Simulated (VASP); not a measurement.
## Zr4F: single point with PBE

The system is Zr4F.

```xyz
5
Lattice="-3.0239 3.0239 3.0239 3.0239 -3.0239 3.0239 3.0239 3.0239 -3.0239" Properties=species:S:1:pos:R:3 pbc="T T T"
Zr    1.3027    1.3027    1.3027
Zr   -1.7212    1.7212    1.7212
Zr    1.7212    1.7212   -1.7212
Zr    1.7212   -1.7212    1.7212
F     0.0000    0.0000    0.0000
```

```json
{
  "Program": "VASP 6.6.1",
  "Task": "single point",
  "Functional": "PBE",
  "Potentials or basis": "VASP PAW PBE potentials, release 64 (Zr_sv, F)",
  "Cutoff": "520 eV",
  "k mesh": "10 × 10 × 10",
  "Occupations": "gaussian, width 0.1 eV",
  "Spin": "no spin polarisation",
  "Dipole correction": "no",
  "Further INCAR settings": "ALGO = Normal; EDIFF = 1e-06; NBANDS = 36"
}
```

The pressure is 0.1 GPa and the largest force is 0.015 eV/Å.

Forces on the atoms (eV/Å):
```
Zr   0.009  0.009  0.009
Zr   0.009 -0.009 -0.009
Zr  -0.009 -0.009  0.009
Zr  -0.009  0.009 -0.009
F    0.000  0.000  0.000
```

Levels at points of the mesh, in eV from the Fermi level:
| k point | band 24 | band 25 | band 26 | band 27 | band 28 | band 29 | band 30 | band 31 | band 32 | band 33 |
| --- | --- | --- | --- | --- | --- | --- | --- | --- | --- | --- |
| (0.00, 0.00, 0.00) | -0.96 | -0.96 | -0.55 | -0.55 | -0.55 | 0.18 | 1.94 | 1.94 | 1.94 | 1.97 |
| (0.50, 0.00, 0.00) | -0.80 | -0.46 | -0.36 | -0.26 | 0.05 | 0.69 | 0.84 | 1.00 | 1.03 | 1.31 |
| (0.50, 0.50, 0.50) | -0.23 | -0.23 | -0.23 | -0.12 | -0.12 | -0.12 | 0.02 | 0.02 | 1.17 | 2.72 |

Run time: 89 s on 1 thread of Intel(R) Xeon(R) Platinum 8488C (Sapphire Rapids), with other jobs on the host, peak memory 0.33 GiB.

Caveat: an odd number of electrons without spin polarisation forces a metal; a magnetic or distorted state may lie lower.
